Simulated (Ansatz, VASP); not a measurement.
Two plane-wave programs on Cd2SeO

File INCAR:

```
PREC = Accurate
ENCUT = 520
EDIFF = 1E-6
ISMEAR = -1
SIGMA = 0.02
LREAL = False
LASPH = True
NELM = 80
ALGO = Normal
ISIF = 2
LWAVE = False
LCHARG = True
GGA = PE
LELF = True
LVHAR = True
NBANDS = 26
```

File KPOINTS:

```
regular mesh
0
Gamma
  8 8 6
```

POSCAR

```
Cd2SeO
1.0
    3.7675855484      0.0000000000      0.0000000000
    0.0000000000      3.7675855484      0.0000000000
    0.0000000000      0.0000000000      5.1616932956
O Cd Se
1 2 1
Direct
    0.0000000000      0.0000000000      0.0000000000
    0.0000000000      0.0000000000      0.5000000000
    0.5000000000      0.5000000000      0.0000000000
    0.5000000000      0.5000000000      0.5000000000
```

Input for Ansatz:

```yaml
crystal:
  lattice:
    - [3.7675855484, 0.0, 0.0]
    - [0.0, 3.7675855484, 0.0]
    - [0.0, 0.0, 5.1616932956]
  atoms:
    - { symbol: O, position: [0.0, 0.0, 0.0] }
    - { symbol: Cd, position: [0.0, 0.0, 0.5] }
    - { symbol: Se, position: [0.5, 0.5, 0.5] }
    - { symbol: Cd, position: [0.5, 0.5, 0.0] }
kpoints:
  mp_grid: { grid: [8, 8, 6] }
  band_path:
    path:
      - [0.0, 0.0, 0.0]
      - [0.0, 0.5, 0.0]
      - [0.5, 0.5, 0.0]
      - [0.0, 0.0, 0.5]
      - [0.0, 0.5, 0.5]
      - [0.5, 0.5, 0.5]
    npoints: 1
hamiltonian:
  xc: pbe
scf:
  occupations: { method: fermi_dirac, width: 0.02 }
  n_extra_bands: 5
output:
  forces: true
  stress: true
  eigenvalues: true
```

Alike in both runs: task single point; functional PBE; k mesh 8 × 8 × 6; occupations fermi-dirac, width 0.02 eV; no spin polarisation.

```csv
,VASP,Ansatz
version,VASP 6.6.1,Ansatz 0.2.0
potentials or method,"VASP PAW PBE potentials, release 64 (O, Cd, Se)","plane waves, PAW"
plane-wave cutoff (eV),520,420
valence electrons in the cell,36,62
```

|  | VASP | Ansatz | Ansatz less VASP |
| --- | --- | --- | --- |
| pressure (GPa) | 3.5 | 2.9 | -0.66 |

The functional is the same, so the differences come from potentials, cutoffs and numerics. VASP's potentials hold 36 valence electrons a cell and Ansatz's 62, so a difference there can come from the potentials and not from the codes.
